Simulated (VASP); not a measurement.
# Li8HF8 (a cell with a defect) in VASP: notebook

Runs on Li8HF8 (a cell with a defect). Level: PBE. Tasks: single point.

Program: VASP 6.6.1. These are calculated values, not measurements. Logs are shortened: lines on timing, memory, paths and dates and some standing lists are left out, and cuts for length are marked.

## (1) The cell of the first run

The cell holds a defect, 17 atoms: a = 5.753 Å, b = 5.753 Å, c = 5.753 Å, α = 60.00°, β = 60.00°, γ = 60.00°.

## (2) Single point, PBE, collinear spin

The input, INCAR:

```
  PREC = Accurate
  ENCUT = 520
  EDIFF = 1E-6
  ISMEAR = 0
  SIGMA = 0.02
  LREAL = Auto
  LASPH = True
  NELM = 150
  ALGO = Normal
  ISIF = 2
  LWAVE = False
  LCHARG = True
  ISPIN = 2
  MAGMOM = 0 0 0 0 0 0 0 0 0 0 0 0 0 0 0 0 0.58
  LORBIT = 11
  GGA = PE
  LELF = True
  LVHAR = True
  NBANDS = 58
```

The input, KPOINTS:

```
regular mesh
0
Gamma
  2 2 2
```

The input, POSCAR:

```
Li8HF8
1.0
   -4.0681815568      4.0681815568      0.0000000000
    0.0000000000      4.0681815568     -4.0681815568
   -4.0681815568      0.0000000000     -4.0681815568
Li F H
8 8 1
Direct
    0.0105765929     -0.0112690398      0.5113644686
    0.0105698331      0.4897011041      0.5113579546
   -0.0405940585      0.0035620337      0.0338940134
   -0.0061053077      0.4996063896      0.0072556988
    0.5331776544      0.0035724807      0.4601039737
    0.5064338873      0.4996074958      0.4947158754
    0.4891236962      0.0075471066     -0.0100946822
    0.4891206236      0.5137869269     -0.0100982465
    0.2452421275      0.7135373531      0.7460894893
    0.2452513454      0.2954300302      0.7460962491
    0.2446292001      0.7519949533      0.2517586754
    0.2565674578      0.2428094681      0.2581920166
    0.7509807410      0.7519947075      0.7454074892
    0.7573903615      0.2428189318      0.7573502945
    0.7508091656      0.7458469976      0.2515947201
    0.7508095343      0.2521461950      0.2515936139
    0.2960600414     -0.0462875114      0.7967333696
```

Potentials or basis: VASP PAW PBE potentials, release 64 (Li_sv, F, H).

Command:

```
> cat potpaw_PBE.64/Li_sv/POTCAR potpaw_PBE.64/F/POTCAR potpaw_PBE.64/H/POTCAR > POTCAR
> mpirun -np 1 vasp_std > vasp.out
```

OUTCAR:

```text
PREC = Accurate
   ENCUT = 520
   EDIFF = 1E-6
   ISMEAR = 0
   LREAL = Auto
   LASPH = True
   NELM = 150
   ISIF = 2
   ISPIN = 2
   LORBIT = 11
   GGA = PE

 ion  position               nearest neighbor table
   1  0.011  0.989  0.511-   9 1.92  13 2.02  11 2.02  12 2.03  14 2.03  16 2.11
   2  0.011  0.490  0.511-  10 1.92  13 2.02  11 2.02  12 2.03  14 2.03  15 2.11
   3  0.959  0.004  0.034-  17 1.70  16 1.90  15 1.90  14 1.96  11 2.06   5 2.45
   4  0.994  0.500  0.007-   9 1.90  10 1.90  16 2.00  15 2.00  13 2.05  12 2.09
   5  0.533  0.004  0.460-  17 1.70  16 1.90  15 1.90  12 1.96  13 2.06   3 2.45
   6  0.506  0.500  0.495-   9 1.90  10 1.90  16 2.00  15 2.00  11 2.05  14 2.09
   7  0.489  0.008  0.990-  10 2.00  11 2.04  13 2.04  14 2.05  12 2.05  15 2.13
   8  0.489  0.514  0.990-   9 2.00  11 2.04  13 2.04  14 2.05  12 2.05  16 2.13
   9  0.245  0.714  0.746-   4 1.90   6 1.90   1 1.92   8 2.00
  10  0.245  0.295  0.746-   4 1.90   6 1.90   2 1.92   7 2.00
  11  0.245  0.752  0.252-   1 2.02   2 2.02   7 2.04   8 2.04   6 2.05   3 2.06
  12  0.257  0.243  0.258-   5 1.96   2 2.03   1 2.03   8 2.05   7 2.05   4 2.09
  13  0.751  0.752  0.745-   1 2.02   2 2.02   7 2.04   8 2.04   4 2.05   5 2.06
  14  0.757  0.243  0.757-   3 1.96   2 2.03   1 2.03   8 2.05   7 2.05   6 2.09
  15  0.751  0.746  0.252-   5 1.90   3 1.90   4 2.00   6 2.00   2 2.11   7 2.13
  16  0.751  0.252  0.252-   5 1.90   3 1.90   4 2.00   6 2.00   1 2.11   8 2.13
  17  0.296  0.954  0.797-   5 1.70   3 1.70

  LATTYP: Found a face centered cubic cell.
 ALAT       =     8.1363631136

  Lattice vectors:

 A1 = (  -4.0681815568,   4.0681815568,   0.0000000000)
 A2 = (   0.0000000000,   4.0681815568,  -4.0681815568)
 A3 = (  -4.0681815568,   0.0000000000,  -4.0681815568)

Analysis of symmetry for initial positions (statically):
=====================================================================
 Subroutine PRICEL returns:
 Original cell was already a primitive cell.

 Routine SETGRP: Setting up the symmetry group for a
 face centered cubic supercell.

 Subroutine GETGRP returns: Found  1 space group operations
 (whereof  1 operations were pure point group operations)
 out of a pool of 48 trial point group operations.

The static configuration has the point symmetry C_1 .

Analysis of symmetry for dynamics (positions and initial velocities):
=====================================================================
 Subroutine PRICEL returns:
 Original cell was already a primitive cell.

 Routine SETGRP: Setting up the symmetry group for a
 face centered cubic supercell.

 Subroutine GETGRP returns: Found  1 space group operations
 (whereof  1 operations were pure point group operations)
 out of a pool of 48 trial point group operations.

The dynamic configuration has the point symmetry C_1 .

Analysis of structural, dynamic, and magnetic symmetry:
=====================================================================
 Subroutine PRICEL returns:
 Original cell was already a primitive cell.

 Routine SETGRP: Setting up the symmetry group for a
 face centered cubic supercell.

 Subroutine GETGRP returns: Found  1 space group operations
 (whereof  1 operations were pure point group operations)
 out of a pool of 48 trial point group operations.

The overall configuration has the point symmetry C_1 .

 Subroutine INISYM returns: Found  1 space group operations
 (whereof  1 operations are pure point group operations),
 and found     1 'primitive' translations

----------------------------------------------------------------------------------------

                                     Primitive cell

  volume of cell :     134.6576

  direct lattice vectors                    reciprocal lattice vectors
    -4.068181557  4.068181557  0.000000000    -0.122905036  0.122905036  0.122905036
     0.000000000  4.068181557 -4.068181557     0.122905036  0.122905036 -0.122905036
    -4.068181557  0.000000000 -4.068181557    -0.122905036 -0.122905036 -0.122905036

  length of vectors
     5.753277532  5.753277532  5.753277532     0.212877767  0.212877767  0.212877767

  position of ions in fractional coordinates (direct lattice)
     0.010576593  0.988730960  0.511364469
     0.010569833  0.489701104  0.511357955
     0.959405942  0.003562034  0.033894013
     0.993894692  0.499606390  0.007255699
     0.533177654  0.003572481  0.460103974
     0.506433887  0.499607496  0.494715875
[... 9 lines left out ...]
     0.750809534  0.252146195  0.251593614
     0.296060041  0.953712489  0.796733370

  ion indices of the primitive-cell ions
   primitive index   ion index
                 1           1
                 2           2
                 3           3
                 4           4
                 5           5
                 6           6
[... 9 lines left out ...]
                16          16
                17          17

----------------------------------------------------------------------------------------

 KPOINTS: regular mesh

Automatic generation of k-mesh.
 Grid dimensions read from file:
 generate k-points for:    2    2    2

 Generating k-lattice:

  Cartesian coordinates                     Fractional coordinates (reciprocal lattice)
    -0.061452518  0.061452518  0.061452518     0.500000000  0.000000000  0.000000000
     0.061452518  0.061452518 -0.061452518     0.000000000  0.500000000  0.000000000
    -0.061452518 -0.061452518 -0.061452518     0.000000000  0.000000000  0.500000000

  Length of vectors
     0.106438883  0.106438883  0.106438883

  Shift w.r.t. Gamma in fractional coordinates (k-lattice)
     0.000000000  0.000000000  0.000000000

 Subroutine IBZKPT returns following result:
 ===========================================

 Found      8 irreducible k-points:

 Following reciprocal coordinates:
            Coordinates               Weight
  0.000000  0.000000  0.000000      1.000000
  0.500000  0.000000  0.000000      1.000000
  0.000000  0.500000  0.000000      1.000000
  0.000000  0.000000  0.500000      1.000000
  0.500000  0.500000  0.500000      1.000000
  0.500000  0.500000  0.000000      1.000000
  0.000000  0.500000  0.500000      1.000000
  0.500000  0.000000  0.500000      1.000000
   k-points           NKPTS =      8   k-points in BZ     NKDIM =      8   number of bands    NBANDS=     58
   number of dos      NEDOS =    301   number of ions     NIONS =     17
   total plane-waves  NPLWV = 110592
   dimension x,y,z NGX =    48 NGY =   48 NGZ =   48
   dimension x,y,z NGXF=    96 NGYF=   96 NGZF=   96
   ions per type =               8   8   1
   NGX,Y,Z   is equivalent  to a cutoff of  13.87, 13.87, 13.87 a.u.
   NGXF,Y,Z  is equivalent  to a cutoff of  27.74, 27.74, 27.74 a.u.
 SYSTEM =  unknown system
   PREC   = accura    normal or accurate (medium, high low for compatibility)
   ISTART =      0    job   : 0-new  1-cont  2-samecut
   ICHARG =      2    charge: 1-file 2-atom 10-const
   ISPIN  =      2    spin polarized calculation?
   LNONCOLLINEAR =      F non collinear calculations
   LSORBIT =      F    spin-orbit coupling
   LASPH  =      T    aspherical Exc in radial PAW
   ENCUT  =  520.0 eV  38.22 Ry    6.18 a.u.  10.70 10.70 10.70*2*pi/ulx,y,z
   NELM   =    150;   NELMIN=  2; NELMDL= -5     # of ELM steps
   EDIFF  = 0.1E-05   stopping-criterion for ELM
   LREAL  =      T    real-space projection
   EDIFFG = 0.1E-04   stopping-criterion for IOM
   NSW    =      0    number of steps for IOM
   IBRION =     -1    ionic relax: 0-MD 1-quasi-New 2-CG
   NFREE  =      0    steps in history (QN), initial steepest desc. (CG)
   ISIF   =      2    stress and relaxation
   ISYM   =      2    0-nonsym 1-usesym 2-fastsym
   POTIM  = 0.5000    time-step for ionic-motion
   TEBEG  =    0.0;   TEEND  =   0.0 temperature during run
   PSTRESS=    0.0 pullay stress
   NELECT =      81.0000    total number of electrons
   NUPDOWN=      -1.0000    fix difference up-down
   EMIN   =  10.00;   EMAX   =-10.00  energy-range for DOS
   EFERMI =   0.00;   METHOD = LEGACY
   ISMEAR =     0;   SIGMA  =   0.02  broadening in eV -4-tet -1-fermi 0-gaus
   EFERMI_NEDOS =   21; number of points for ismear=-14 and -15
   IALGO  =     38    algorithm
   IMIX   =      4    mixing-type and parameters
     AMIX     =   0.40;   BMIX     =  1.00
     AMIX_MAG =   1.60;   BMIX_MAG =  1.00
  volume/ion in A,a.u.               =       7.92        53.45
  Fermi-wavevector in a.u.,A,eV,Ry     =   1.381952  2.611510 25.984275  1.909790
  Thomas-Fermi vector in A             =   2.506688
   LORBIT       =     11    0 simple, 1 ext, 2 COOP (PROOUT), +10 PAW based schemes
   GGA     = PE    functional components
   LHFCALC =     F    Hartree Fock is set to
   AEXX    =    0.0000 exact exchange contribution
   IVDW    =     0    specifies the selected vdW correction
   LEPSILON=     F    determine dielectric tensor
   LRPA    =     F    only Hartree local field effects (RPA)
 spin polarized calculation
 Gauss-broadening in eV      SIGMA  =   0.02
  energy-cutoff  :      520.00
  volume of cell :      134.66
 maximum number of plane-waves:      3695
 NGX is ok and might be reduce to    48
   NGX = 21   NGY = 21   NGZ = 21

 number of electron      81.0000007 magnetization       0.9999993

 Free energy of the ion-electron system (eV)
  ---------------------------------------------------
  ext. energy  EPLUGINS =         0.00000000
  ---------------------------------------------------
  free energy    TOTEN  =       -76.53425899 eV

  energy without entropy =      -76.53425899  energy(sigma->0) =      -76.53425899

 E-fermi :   3.4699     XC(G=0):  -9.9607

 val. band max:        3.2320663581   @ k =   0.5000   0.5000   0.0000
 cond. band min:       4.6398201258   @ k =   0.0000   0.0000   0.0000
 fundamental gap:      1.4077537677
 Fermi energy:         3.4698601243

 spin component 1

 k-point     1 :       0.0000    0.0000    0.0000
  band No.  band energies     occupation
      1     -42.1608      1.00000
      2     -42.1145      1.00000
      3     -42.1011      1.00000
      4     -42.0896      1.00000
      5     -41.9476      1.00000
      6     -41.9310      1.00000
[... 44 lines left out ...]
     51      14.3137      0.00000
     52      15.0210      0.00000
[... 383 lines left out ...]
     51      13.9318      0.00000
     52      14.1851      0.00000
 Fermi energy:         3.4698601243

 spin component 2

 k-point     1 :       0.0000    0.0000    0.0000
  band No.  band energies     occupation
      1     -42.1377      1.00000
      2     -42.0964      1.00000
      3     -42.0890      1.00000
      4     -42.0876      1.00000
      5     -41.9472      1.00000
      6     -41.9308      1.00000
[... 44 lines left out ...]
     51      14.5707      0.00000
     52      15.0548      0.00000
[... 383 lines left out ...]
     51      14.0434      0.00000
     52      14.2214      0.00000
 [bands above 52 left out]

------------------------ aborting loop because EDIFF is reached ----------------------------------------

  FORCE on cell =-STRESS in cart. coord.  units (eV):
  Direction    XX          YY          ZZ          XY          YZ          ZX
  --------------------------------------------------------------------------------------
  -------------------------------------------------------------------------------------
  Total        2.2544333      5.8087183      5.8068478     -0.0024233     -1.1417283     -0.0007629
  in kB       26.8235957     69.1130280     69.0907725     -0.0288325    -13.5844598     -0.0090772
  external PRESSURE =      55.0091321 kB  Pullay stress =       0.0000000 kB

 VOLUME and BASIS-vectors are now :
 -----------------------------------------------------------------------------
  energy-cutoff  :      520.00
  volume of cell :      134.66
      direct lattice vectors                 reciprocal lattice vectors
    -4.068181557  4.068181557  0.000000000    -0.122905036  0.122905036  0.122905036
     0.000000000  4.068181557 -4.068181557     0.122905036  0.122905036 -0.122905036
    -4.068181557  0.000000000 -4.068181557    -0.122905036 -0.122905036 -0.122905036

 POSITION                                       TOTAL-FORCE (eV/Angst)
 -----------------------------------------------------------------------------------
     -2.12335      4.06536     -6.10266         0.041682     -0.003535      0.002341
     -2.12330      2.03519     -4.07249         0.041660      0.003389     -0.003811
     -4.04092      3.91753     -0.15238         0.035679      0.020592      0.021527
     -4.07286      6.07583     -2.06201         0.020239     -0.002538     -0.002920
     -4.04085      2.18360     -1.88632         0.036112     -0.022201     -0.021219
     -4.07286      4.09276     -4.04509         0.020046      0.001590      0.001696
[... 9 lines left out ...]
     -4.07796      4.08021     -2.04930         0.011287     -0.001418      0.003109
     -4.44568      5.08430     -7.12113        -0.282928      0.000204     -0.000383
 -----------------------------------------------------------------------------------
    total drift:                               -0.004882     -0.000229      0.000739

  FREE ENERGIE OF THE ION-ELECTRON SYSTEM (eV)
  ---------------------------------------------------
  free  energy   TOTEN  =       -76.5342589943 eV

  energy  without entropy=      -76.5342589943  energy(sigma->0) =      -76.53425899

 total charge

# of ion       s       p       d       tot
------------------------------------------
    1        2.016   0.047   0.000   2.063
    2        2.016   0.047   0.000   2.063
    3        2.023   0.060   0.000   2.082
    4        2.019   0.052   0.000   2.072
    5        2.023   0.060   0.000   2.082
    6        2.019   0.052   0.000   2.072
[... 9 lines left out ...]
   16        1.729   4.414   0.000   6.143
   17        0.478   0.010   0.000   0.489
--------------------------------------------------
tot         30.479  35.638   0.000  66.118

 magnetization (x)

# of ion       s       p       d       tot
------------------------------------------
    1        0.000   0.000   0.000   0.000
    2        0.000   0.000   0.000   0.000
    3        0.004   0.008   0.000   0.013
    4        0.000   0.001   0.000   0.001
    5        0.004   0.008   0.000   0.013
    6        0.000   0.001   0.000   0.001
[... 9 lines left out ...]
   16       -0.000   0.000   0.000   0.000
   17        0.336   0.001   0.000   0.337
--------------------------------------------------
tot          0.372   0.282   0.000   0.653
```

It took 4.7 min on 1 thread of AMD EPYC 9R45 (Zen 5), shared host; peak memory 0.39 GiB.

Results:

```yaml
Free_energy: -76.5343 eV
Largest_force: 0.283 eV/Å
Band_gap_on_the_k_mesh: 1.41 eV
Net_moment: 1.00 μB per cell
Site_moments: Li +0.00, +0.01 (each value once); F +0.11, +0.03, +0.00 (each value once); H +0.34 μB
Valence_electrons_inside_the_program's_atomic_spheres: Li 2.06, 2.08, 2.07 (each value once); F 6.13, 6.14 (each value once); H 0.49
```

Forces on the atoms (eV/Å):
```
Li   0.042 -0.004  0.002
Li   0.042  0.003 -0.004
Li   0.036  0.021  0.022
Li   0.020 -0.003 -0.003
Li   0.036 -0.022 -0.021
Li   0.020  0.002  0.002
Li   0.003 -0.006  0.005
Li   0.003  0.005 -0.005
F    0.039  0.015 -0.015
F    0.039 -0.014  0.016
F   -0.025 -0.010 -0.010
F    0.015 -0.001  0.000
F   -0.024  0.010  0.011
F    0.014  0.001  0.001
F    0.011  0.003 -0.001
F    0.011 -0.001  0.003
H   -0.283  0.000  0.000
```

Caveat: the k points lie up to 0.67 Å⁻¹ apart; the cutoff is under 1.25 times the usual one of these potentials, so pressure, stress and relaxed cells hold a basis-set (Pulay) error.

[end of part 1 of 2]
